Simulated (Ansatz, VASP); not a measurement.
# Two plane-wave programs on CdTe

```
CELL_PARAMETERS angstrom
0.00000 3.27996 3.27996
3.27996 0.00000 3.27996
3.27996 3.27996 0.00000
ATOMIC_POSITIONS crystal
Cd 0.00000 0.00000 0.00000
Te 0.25000 0.25000 0.25000
```

Alike in both runs: task single point; functional PBE; k mesh 4 × 4 × 4; no spin polarisation.

|  | VASP | Ansatz |
| --- | --- | --- |
| version | VASP 6.6.1 | Ansatz 0.2.0 |
| potentials or method | VASP PAW PBE potentials, release 64 (Cd, Te) | plane waves |
| plane-wave cutoff (eV) | 500 | 420 |
| occupations | methfessel-paxton of order 1, width 0.0895 eV | cold, width 0.2 eV |
| valence electrons in the cell | 18 | 36 |

```tsv
	VASP	Ansatz	Ansatz less VASP
gap on the k mesh at the Fermi level (eV)	0.65	0.65	+0.002
pressure (GPa)	1.3	1.2	-0.12
```

VASP's potentials hold 18 valence electrons a cell and Ansatz's 36, so a difference there can come from the potentials and not from the codes.

Neither program's run includes spin-orbit coupling.
